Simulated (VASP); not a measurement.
Write the native input for VASP 6.6.1 that does the following.

```
Task                               : single point
Functional                         : PBE-based screened hybrid
Potentials or basis                : VASP PAW PBE potentials, release 64 (K_sv, F)
Cutoff                             : 520 eV
k mesh                             : 4 × 4 × 4
Occupations                        : gaussian, width 0.01 eV
Spin                               : no spin polarisation
Dipole correction                  : no
Grid for exact exchange (PRECFOCK) : Normal
Share of exact exchange            : 1
Further INCAR settings             : ALGO = Normal; EDIFF = 1e-06; NBANDS = 15
Screening parameter                : 0.3 1/Å
```

Crystal: KF.

```xyz
2
Lattice="0.0000 2.6590 2.6590 2.6590 0.0000 2.6590 2.6590 2.6590 0.0000" Properties=species:S:1:pos:R:3 pbc="T T T"
K     0.0000    0.0000    0.0000
F     2.6590    2.6590    2.6590
```

The input as run:

POSCAR

```
KF
1.0
    0.0000000000      2.6589605792      2.6589605792
    2.6589605792      0.0000000000      2.6589605792
    2.6589605792      2.6589605792      0.0000000000
K F
1 1
Direct
    0.0000000000      0.0000000000      0.0000000000
    0.5000000000      0.5000000000      0.5000000000
```

INCAR.step1

```
PREC     = Accurate       # precision mode
ENCUT    = 520            # plane-wave cutoff, eV
EDIFF    = 1E-5           # SCF threshold, eV
ISMEAR   = 0              # smearing method
SIGMA    = 0.01           # smearing width, eV
LREAL    = F              # projectors in reciprocal space
LASPH    = T              # aspherical terms in the spheres
NELM     = 120            # most SCF steps
ALGO     = Normal         # electronic algorithm
ISIF     = 2              # what is computed and relaxed
LWAVE    = T              # write WAVECAR
LCHARG   = F              # write CHGCAR
NBANDS   = 15             # bands
GGA      = PE             # functional
GGA_COMPAT= F
```

INCAR.step2

```
PREC     = Accurate       # precision mode
ENCUT    = 520            # plane-wave cutoff, eV
EDIFF    = 1E-6           # SCF threshold, eV
ISMEAR   = 0              # smearing method
SIGMA    = 0.01           # smearing width, eV
LREAL    = F              # projectors in reciprocal space
LASPH    = T              # aspherical terms in the spheres
NELM     = 120            # most SCF steps
ALGO     = Normal         # electronic algorithm
ISIF     = 2              # what is computed and relaxed
LWAVE    = F              # write WAVECAR
LCHARG   = F              # write CHGCAR
GGA      = PE             # functional
LHFCALC  = T              # exact exchange
AEXX     = 1.0            # exact-exchange fraction
HFSCREEN = 0.3            # screening, 1/A
PRECFOCK = Normal       
NBANDS   = 15             # bands
ISTART   = 1            
ALDAC    = 1.0          
AGGAC    = 1.0          
GGA_COMPAT= F
```

KPOINTS

```
regular mesh
0
Gamma
  4 4 4
```

Potentials or basis: VASP PAW PBE potentials, release 64 (K_sv, F).

The run is started by

```console
$ cat potpaw_PBE.64/K_sv/POTCAR potpaw_PBE.64/F/POTCAR > POTCAR
$ cp INCAR.step1 INCAR
$ mpirun -np 1 vasp_std > vasp.out
$ cp INCAR.step2 INCAR
$ mpirun -np 1 vasp_std > vasp.out
```

It gave:

The pressure is -1.6 GPa and the band gap on the k mesh is 13.52 eV, direct.

Caveat: the k points lie up to 0.51 Å⁻¹ apart; the PAW data sets were made with another functional, which shifts forces and pressure a little.

Wall time 3.2 min on 1 thread of Intel(R) Xeon(R) 6975P-C (Granite Rapids), on a shared host, peak memory 0.27 GiB.
